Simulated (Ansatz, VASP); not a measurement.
## C in VASP and in Ansatz

The input INCAR:

```
SYSTEM = C
PREC = Accurate
ENCUT = 520
EDIFF = 1E-6
ISMEAR = 0
SIGMA = 0.05
LREAL = .False.
LASPH = .True.
NELM = 60
ALGO = Normal
ISIF = 2
LWAVE = .False.
LCHARG = .True.
GGA = PE
LELF = .True.
LVHAR = .True.
NBANDS = 26
```

The input KPOINTS:

```
regular mesh
0
Gamma
  6 6 6
  0 0 0
```

The input POSCAR:

```
C
1.0
    3.5714750638      0.0000000000      0.0000000000
    0.0000000000     -3.5714750638      0.0000000000
    0.0000000000      0.0000000000     -3.5714750638
C
8
Direct
    0.5000000000      0.0000000000      0.0279996355
    0.0000000000      0.5000000000      0.0000000000
    0.0000000000      0.0000000000      0.5000000000
    0.5000000000      0.5000000000      0.5000000000
    0.7500000000      0.7500000000      0.7500000000
    0.2500000000      0.2500000000      0.7500000000
    0.2500000000      0.7500000000      0.2500000000
    0.7500000000      0.2500000000      0.2500000000
```

Input for Ansatz:

```yaml
crystal:
  lattice:
    - [3.5714750638, 0.0, 0.0]
    - [0.0, -3.5714750638, 0.0]
    - [0.0, 0.0, -3.5714750638]
  atoms:
    - { symbol: C, position: [0.5, 0.0, 0.0279996355] }
    - { symbol: C, position: [0.0, 0.5, 0.0] }
    - { symbol: C, position: [0.0, 0.0, 0.5] }
    - { symbol: C, position: [0.5, 0.5, 0.5] }
    - { symbol: C, position: [0.75, 0.75, 0.75] }
    - { symbol: C, position: [0.25, 0.25, 0.75] }
    - { symbol: C, position: [0.25, 0.75, 0.25] }
    - { symbol: C, position: [0.75, 0.25, 0.25] }
basis:
  ecutwfc: 420
kpoints:
  mp_grid: { grid: [6, 6, 6] }
hamiltonian:
  xc: pbe
scf:
  occupations: { method: gaussian, width: 0.05 }
output:
  forces: true
  stress: true
  eigenvalues: true
  write_density: true
  write_potential: true
  elf: true
  volumetric_format: npy
```

Alike in both runs: task single point; functional PBE; k mesh 6 × 6 × 6; occupations gaussian, width 0.05 eV; no spin polarisation.

|  | VASP | Ansatz |
| --- | --- | --- |
| version | VASP 6.6.1 | Ansatz 0.2.0 |
| potentials or method | VASP PAW PBE potentials, release 64 (C), cutoff 520 eV | scalar-relativistic, plane waves, PAW |
| valence electrons in the cell | 32 | 32 |

```tsv
	VASP	Ansatz	Ansatz less VASP
gap on the k mesh at the Fermi level (eV)	3.70	3.71	+0.006
least direct gap on the mesh (eV)	3.85	3.85	+0.006
pressure (GPa)	1.7	1.1	-0.67
traceless stress, the component that is largest in VASP (GPa)	-1.13	-1.04	+0.093
rms of the force components (eV/Å)	1.009	1.004	-0.0053
```

Atom by atom the forces differ by 0.007 eV/Å (rms over components). With one functional, cell and mesh, what is left measures potentials, basis and numerics.
